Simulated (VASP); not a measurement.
# La16HO24 (a cell with a defect) in VASP: further runs

Runs on La16HO24 (a cell with a defect). Level: PBE. Tasks: single point.

All numbers are computed with VASP 6.6.1; they aren't measurements. Logs are shortened: lines on timing, memory, paths and dates and some standing lists are left out, and cuts for length are marked.

### Step 1. The cell of the first run

The cell holds a defect, 41 atoms: a = 7.881 Å, b = 7.881 Å, c = 12.376 Å, α = 90.00°, β = 90.00°, γ = 120.00°.

### Step 2. Single point, PBE

The input, INCAR:

```
SYSTEM = La16HO24
PREC     = Accurate       ! precision mode
ENCUT    = 520            ! plane-wave cutoff, eV
EDIFF    = 1E-7           ! SCF threshold, eV
ISMEAR   = -1             ! smearing method
SIGMA    = 0.01           ! smearing width, eV
LREAL    = Auto         
LASPH    = .True.         ! aspherical terms in the spheres
NELM     = 100            ! most SCF steps
ALGO     = Normal         ! electronic algorithm
ISIF     = 2              ! what is computed and relaxed
LWAVE    = .False.        ! write WAVECAR
LCHARG   = .False.        ! write CHGCAR
GGA      = PE             ! functional
NELECT   = 320.0        
NBANDS   = 186            ! bands
```

The input, KPOINTS:

```
Automatic mesh
0
Gamma
  1 1 1
  0.25 0.25 0.25
```

The input, POSCAR:

```
La16HO24
1.0
    7.8811453700     -0.0000000600      0.0000000000
   -3.9405726400      6.8252721300      0.0000000000
    0.0000000000      0.0000000000     12.3757188400
La O H
16 24 1
Direct
    0.3059692713      0.1584439316      0.3974240158
    0.1740616829      0.3406036581      0.1274482556
    0.3335917218      0.1721661110      0.8748319894
    0.1631491251      0.3444868278      0.6264302500
    0.3327441404      0.6714687895      0.3764412756
    0.1748921337      0.8527476556      0.1277729129
    0.3347985696      0.6724497475      0.8792657303
    0.1630210913      0.8363021579      0.6265064965
    0.8297619172      0.1687037206      0.3758441034
    0.6874072141      0.3524716912      0.1003586934
    0.8377866325      0.1717391531      0.8739931251
    0.6652738378      0.3415804849      0.6244054747
    0.8298345206      0.6716908104      0.3756525477
    0.6680667765      0.8434506647      0.1244809156
    0.8370854900      0.6759930145      0.8739079301
    0.6618213739      0.8397326623      0.6235786544
    0.3607377967      0.1866169635      0.1871409931
    0.1616947418      0.3371180980      0.3272205452
    0.0182365862      0.0171894991      0.0036597166
    0.3292768575      0.1704073445      0.6719713510
    0.1674875132      0.3427578127      0.8217971350
   -0.0091040702      0.0011431659      0.4941768102
    0.3349559678      0.6733704276      0.1777598646
    0.1618025010      0.8410755226      0.3269022112
    0.0019615042      0.5067920516     -0.0014277866
    0.3320744846      0.6721676543      0.6775710255
    0.1671013721      0.8412261401      0.8222533076
   -0.0179290067      0.4981106148      0.4976299861
    0.8377507496      0.1769731847      0.1758626768
    0.6458317133      0.3306472467      0.3191329519
    0.5024688209      0.0120617627      0.0008336691
    0.8330796957      0.1710114919      0.6770217631
    0.6676823662      0.3420622843      0.8251075984
    0.4974276532      0.0039285201      0.5002841700
    0.8377781389      0.6721462815      0.1750519730
    0.6646343688      0.8402991157      0.3218897643
    0.5017162065      0.5054596017     -0.0005056477
    0.8328070544      0.6732527341      0.6774108738
    0.6660773895      0.8412435190      0.8244559831
    0.4978573210      0.5059803527      0.4998227063
   -0.4676296006     -0.7267784595      0.2636895108
```

Potentials or basis: VASP PAW PBE potentials, release 64 (La, O, H).

Run with:

```sh
$ cat potpaw_PBE.64/La/POTCAR potpaw_PBE.64/O/POTCAR potpaw_PBE.64/H/POTCAR > POTCAR
$ mpirun -np 1 vasp_std > vasp.out
```

OUTCAR:

```text
SYSTEM = La16HO24
   PREC = Accurate
   ENCUT = 520
   EDIFF = 1E-7
   ISMEAR = -1
   LREAL = Auto
   LASPH = .True.
   NELM = 100
   ISIF = 2
   GGA = PE
   NELECT = 320.0

 ion  position               nearest neighbor table
   1  0.306  0.158  0.397-  41 2.26  24 2.34  18 2.37  22 2.46  30 2.51  17 2.63  34 2.69  40 2.69
                             8 3.59   4 3.62
   2  0.174  0.341  0.127-  23 2.36  29 2.37  17 2.44  18 2.47  19 2.69  37 2.74  25 2.81
   3  0.334  0.172  0.875-  27 2.35  33 2.36  21 2.39  20 2.51  19 2.68  31 2.73  37 2.75
   4  0.163  0.344  0.626-  26 2.32  32 2.34  20 2.39  21 2.42  40 2.77  28 2.79   1 3.62
   5  0.333  0.671  0.376-  18 2.36  36 2.36  24 2.40  23 2.46  40 2.72  34 2.74  28 2.82
   6  0.175  0.853  0.128-  35 2.38  17 2.40  23 2.40  24 2.47  19 2.68  31 2.73
   7  0.335  0.672  0.879-  21 2.36  39 2.36  27 2.40  26 2.50  25 2.71  37 2.72  31 2.76
   8  0.163  0.836  0.627-  38 2.34  20 2.35  26 2.36  27 2.42  34 2.77  28 2.81  22 2.82   1 3.59
[... 20 lines left out ...]
  26  0.332  0.672  0.678-   4 2.32  16 2.35   8 2.36   7 2.50
  27  0.167  0.841  0.822-  15 2.34   3 2.35   7 2.40   8 2.42
  28  0.982  0.498  0.498-  12 2.67  13 2.69   9 2.71   4 2.79   8 2.81   5 2.82
  29  0.838  0.177  0.176-  14 2.36   2 2.37  10 2.41   9 2.48
  30  0.646  0.331  0.319-  41 1.03  13 2.43   9 2.46   1 2.51  10 2.72
  31  0.502  0.012  0.001-  10 2.63   6 2.73   3 2.73  14 2.75   7 2.76  11 2.78
  32  0.833  0.171  0.677-   4 2.34  16 2.36  12 2.40  11 2.44
  33  0.668  0.342  0.825-  15 2.36   3 2.36  11 2.40  12 2.48
  34  0.497  0.004  0.500-   1 2.69  16 2.71   5 2.74   9 2.74   8 2.77  12 2.77
  35  0.838  0.672  0.175-  10 2.37   6 2.38  14 2.41  13 2.48
  36  0.665  0.840  0.322-   9 2.34   5 2.36  13 2.37  14 2.44
  37  0.502  0.505  0.999-  10 2.63   7 2.72   2 2.74   3 2.75  15 2.77  14 2.78
  38  0.833  0.673  0.677-   8 2.34  12 2.36  16 2.40  15 2.43
  39  0.666  0.841  0.824-  11 2.34   7 2.36  15 2.38  16 2.49
  40  0.498  0.506  0.500-   1 2.69   5 2.72  13 2.74  12 2.74  16 2.75   4 2.77
  41  0.532  0.273  0.264-  30 1.03   1 2.26  10 2.28

  LATTYP: Found a hexagonal cell.
 ALAT       =     7.8811453700
 C/A-ratio  =     1.5702944507

  Lattice vectors:

 A1 = (   7.8811453700,  -0.0000000600,   0.0000000000)
 A2 = (  -3.9405726400,   6.8252721300,   0.0000000000)
 A3 = (   0.0000000000,   0.0000000000,  12.3757188400)

Analysis of symmetry for initial positions (statically):
=====================================================================
 Subroutine PRICEL returns:
 Original cell was already a primitive cell.

 Routine SETGRP: Setting up the symmetry group for a
 hexagonal supercell.

 Subroutine GETGRP returns: Found  1 space group operations
 (whereof  1 operations were pure point group operations)
 out of a pool of 24 trial point group operations.

The static configuration has the point symmetry C_1 .

Analysis of symmetry for dynamics (positions and initial velocities):
=====================================================================
 Subroutine PRICEL returns:
 Original cell was already a primitive cell.

 Routine SETGRP: Setting up the symmetry group for a
 hexagonal supercell.

 Subroutine GETGRP returns: Found  1 space group operations
 (whereof  1 operations were pure point group operations)
 out of a pool of 24 trial point group operations.

The dynamic configuration has the point symmetry C_1 .

 Subroutine INISYM returns: Found  1 space group operations
 (whereof  1 operations are pure point group operations),
 and found     1 'primitive' translations

----------------------------------------------------------------------------------------

                                     Primitive cell

  volume of cell :     665.7018

  direct lattice vectors                    reciprocal lattice vectors
     7.881145370 -0.000000060  0.000000000     0.126885111  0.073257152  0.000000000
    -3.940572640  6.825272130  0.000000000     0.000000001  0.146514305  0.000000000
     0.000000000  0.000000000 12.375718840     0.000000000  0.000000000  0.080803387

  length of vectors
     7.881145370  7.881145372 12.375718840     0.146514305  0.146514305  0.080803387

  position of ions in fractional coordinates (direct lattice)
     0.305969271  0.158443932  0.397424016
     0.174061683  0.340603658  0.127448256
     0.333591722  0.172166111  0.874831989
     0.163149125  0.344486828  0.626430250
     0.332744140  0.671468789  0.376441276
     0.174892134  0.852747656  0.127772913
[... 33 lines left out ...]
     0.497857321  0.505980353  0.499822706
     0.532370399  0.273221541  0.263689511

  ion indices of the primitive-cell ions
   primitive index   ion index
                 1           1
                 2           2
                 3           3
                 4           4
                 5           5
                 6           6
[... 33 lines left out ...]
                40          40
                41          41

----------------------------------------------------------------------------------------

 KPOINTS: Automatic mesh

Automatic generation of k-mesh.
 Grid dimensions read from file:
 generate k-points for:    1    1    1

 Generating k-lattice:

  Cartesian coordinates                     Fractional coordinates (reciprocal lattice)
     0.126885111  0.073257152  0.000000000     1.000000000  0.000000000  0.000000000
     0.000000001  0.146514305  0.000000000     0.000000000  1.000000000  0.000000000
     0.000000000  0.000000000  0.080803387     0.000000000  0.000000000  1.000000000

  Length of vectors
     0.146514305  0.146514305  0.080803387

  Shift w.r.t. Gamma in fractional coordinates (k-lattice)
     0.250000000  0.250000000  0.250000000

 Subroutine IBZKPT returns following result:
 ===========================================

 Found      6 irreducible k-points:

 Following reciprocal coordinates:
            Coordinates               Weight
  0.250000  0.250000  0.250000      2.000000
 -0.250000  0.500000  0.250000      2.000000
  0.500000  0.250000  0.250000      2.000000
 -0.250000 -0.250000  0.250000      2.000000
  0.250000  0.500000  0.250000      2.000000
  0.500000 -0.250000  0.250000      2.000000
   k-points           NKPTS =      6   k-points in BZ     NKDIM =      6   number of bands    NBANDS=    186
   number of dos      NEDOS =    301   number of ions     NIONS =     41
   total plane-waves  NPLWV = 345600
   dimension x,y,z NGX =    60 NGY =   60 NGZ =   96
   dimension x,y,z NGXF=   120 NGYF=  120 NGZF=  192
   ions per type =              16  24   1
   NGX,Y,Z   is equivalent  to a cutoff of  12.66, 12.66, 12.90 a.u.
   NGXF,Y,Z  is equivalent  to a cutoff of  25.31, 25.31, 25.79 a.u.
 SYSTEM =  La16HO24
   PREC   = accura    normal or accurate (medium, high low for compatibility)
   ISTART =      0    job   : 0-new  1-cont  2-samecut
   ICHARG =      2    charge: 1-file 2-atom 10-const
   ISPIN  =      1    spin polarized calculation?
   LNONCOLLINEAR =      F non collinear calculations
   LSORBIT =      F    spin-orbit coupling
   LASPH  =      T    aspherical Exc in radial PAW
   ENCUT  =  520.0 eV  38.22 Ry    6.18 a.u.  14.65 14.65 23.01*2*pi/ulx,y,z
   NELM   =    100;   NELMIN=  2; NELMDL= -5     # of ELM steps
   EDIFF  = 0.1E-06   stopping-criterion for ELM
   LREAL  =      T    real-space projection
   EDIFFG = 0.1E-05   stopping-criterion for IOM
   NSW    =      0    number of steps for IOM
   IBRION =     -1    ionic relax: 0-MD 1-quasi-New 2-CG
   NFREE  =      0    steps in history (QN), initial steepest desc. (CG)
   ISIF   =      2    stress and relaxation
   ISYM   =      2    0-nonsym 1-usesym 2-fastsym
   POTIM  = 0.5000    time-step for ionic-motion
   TEBEG  =    0.0;   TEEND  =   0.0 temperature during run
   PSTRESS=    0.0 pullay stress
   NELECT =     320.0000    total number of electrons
   NUPDOWN=      -1.0000    fix difference up-down
   EMIN   =  10.00;   EMAX   =-10.00  energy-range for DOS
   EFERMI =   0.00;   METHOD = LEGACY
   ISMEAR =    -1;   SIGMA  =   0.01  broadening in eV -4-tet -1-fermi 0-gaus
   EFERMI_NEDOS =   21; number of points for ismear=-14 and -15
   IALGO  =     38    algorithm
   IMIX   =      4    mixing-type and parameters
     AMIX     =   0.40;   BMIX     =  1.00
     AMIX_MAG =   1.60;   BMIX_MAG =  1.00
  volume/ion in A,a.u.               =      16.24       109.57
  Fermi-wavevector in a.u.,A,eV,Ry     =   1.282424  2.423430 22.376289  1.644611
  Thomas-Fermi vector in A             =   2.414736
   LORBIT       =      0    0 simple, 1 ext, 2 COOP (PROOUT), +10 PAW based schemes
   GGA     = PE    functional components
   LHFCALC =     F    Hartree Fock is set to
   AEXX    =    0.0000 exact exchange contribution
   IVDW    =     0    specifies the selected vdW correction
   LEPSILON=     F    determine dielectric tensor
   LRPA    =     F    only Hartree local field effects (RPA)
 non-spin polarized calculation
  energy-cutoff  :      520.00
  volume of cell :      665.70
 maximum number of plane-waves:     17910
 NGX is ok and might be reduce to    60
   NGX = 29   NGY = 29   NGZ = 47

 number of electron     320.0000010 magnetization

 Free energy of the ion-electron system (eV)
  ---------------------------------------------------
  ext. energy  EPLUGINS =         0.00000000
  ---------------------------------------------------
  free energy    TOTEN  =      -345.56633344 eV

  energy without entropy =     -345.56633344  energy(sigma->0) =     -345.56633344

 E-fermi :   5.9691     XC(G=0): -10.3784

 val. band max:        5.7378069267   @ k =   0.2500   0.2500   0.2500
 cond. band min:       9.7373512431   @ k =   0.2500   0.5000   0.2500
 fundamental gap:      3.9995443165
 Fermi energy:         5.9690915246

 k-point     1 :       0.2500    0.2500    0.2500
  band No.  band energies     occupation
      1     -23.9936      2.00000
      2     -23.9446      2.00000
      3     -23.9076      2.00000
      4     -23.8949      2.00000
      5     -23.8711      2.00000
      6     -23.8487      2.00000
[... 1039 lines left out ...]
    171      10.4153      0.00000
    172      10.4480      0.00000
 [bands above 172 left out]

------------------------ aborting loop because EDIFF is reached ----------------------------------------

  FORCE on cell =-STRESS in cart. coord.  units (eV):
  Direction    XX          YY          ZZ          XY          YZ          ZX
  --------------------------------------------------------------------------------------
  -------------------------------------------------------------------------------------
  Total      -12.5604853     -9.5279433     -7.1381455      1.4801411     -1.0292842     -4.2984121
  in kB      -30.2299381    -22.9313702    -17.1797260      3.5623285     -2.4772289    -10.3451999
  external PRESSURE =     -23.4470114 kB  Pullay stress =       0.0000000 kB

 VOLUME and BASIS-vectors are now :
 -----------------------------------------------------------------------------
  energy-cutoff  :      520.00
  volume of cell :      665.70
      direct lattice vectors                 reciprocal lattice vectors
     7.881145370 -0.000000060  0.000000000     0.126885111  0.073257152  0.000000000
    -3.940572640  6.825272130  0.000000000     0.000000001  0.146514305  0.000000000
     0.000000000  0.000000000 12.375718840     0.000000000  0.000000000  0.080803387

 POSITION                                       TOTAL-FORCE (eV/Angst)
 -----------------------------------------------------------------------------------
      1.78703      1.08142      4.91841        -0.106618      0.046294     -0.011586
      0.02963      2.32471      1.57726         0.127709     -0.060231      0.013285
      1.95065      1.17508     10.82667        -0.133296      0.074234     -0.012224
     -0.07167      2.35122      7.75252         0.127728     -0.075515      0.009943
     -0.02357      4.58296      4.65873        -0.121158      0.082766     -0.000461
     -1.98196      5.82023      1.58128         0.131551     -0.079944      0.009239
[... 33 lines left out ...]
      1.92983      3.45345      6.18567        -0.007135      0.010413      0.005982
      3.11904      1.86481      3.26335        -0.047701     -0.030510     -0.068907
 -----------------------------------------------------------------------------------
    total drift:                               -0.008867     -0.001491      0.000984

  FREE ENERGIE OF THE ION-ELECTRON SYSTEM (eV)
  ---------------------------------------------------
  free  energy   TOTEN  =      -345.5663334430 eV

  energy  without entropy=     -345.5663334430  energy(sigma->0) =     -345.56633344
```

Run time: 38 min. Hardware: 1 thread of Intel Xeon 6975P-C (Granite Rapids), shared host; peak memory 1 GiB.

What came out:

- Free energy: -345.5663 eV
- Largest force: 0.169 eV/Å

Forces on the atoms (eV/Å):
```
La  -0.107  0.046 -0.012
La   0.128 -0.060  0.013
La  -0.133  0.074 -0.012
La   0.128 -0.076  0.010
La  -0.121  0.083  0.000
La   0.132 -0.080  0.009
La  -0.119  0.060 -0.016
La   0.134 -0.080  0.030
La  -0.115  0.056  0.001
La   0.097 -0.054  0.004
La  -0.136  0.078 -0.011
La   0.139 -0.076  0.014
La  -0.106  0.072 -0.017
La   0.134 -0.079 -0.002
La  -0.135  0.079 -0.021
La   0.117 -0.061  0.015
O   -0.103  0.047  0.020
O    0.120 -0.067  0.010
O    0.008  0.001  0.006
O   -0.127  0.079 -0.007
O    0.122 -0.077  0.003
O   -0.013  0.006  0.005
O   -0.136  0.086 -0.004
O    0.108 -0.071 -0.002
O    0.003  0.000 -0.002
O   -0.119  0.069 -0.009
O    0.129 -0.077  0.004
O   -0.008  0.002 -0.011
O   -0.133  0.071 -0.015
O    0.162 -0.011  0.047
O    0.004 -0.012 -0.007
O   -0.121  0.076  0.004
O    0.129 -0.079  0.001
O   -0.012  0.007 -0.011
O   -0.117  0.069  0.012
O    0.115 -0.085 -0.003
O    0.009 -0.003  0.016
O   -0.129  0.076 -0.003
O    0.129 -0.069  0.000
O   -0.007  0.010  0.006
H   -0.048 -0.031 -0.069
```

Levels at points of the mesh, in eV from the Fermi level:
| k point | band 157 | band 158 | band 159 | band 160 | band 161 | band 162 | band 163 | band 164 |
| --- | --- | --- | --- | --- | --- | --- | --- | --- |
| (0.25, 0.25, 0.25) | -0.32 | -0.29 | -0.27 | -0.23 | 3.80 | 3.90 | 4.01 | 4.09 |

Caveat: the cell carries a net charge on a neutralising background, which shifts energy and pressure; the cell is charged against a uniform background, so pressure and absolute levels hang on convention; spin-orbit coupling is left out, which moves the levels of the heavy elements.

(Part 1 of 3 ends here.)
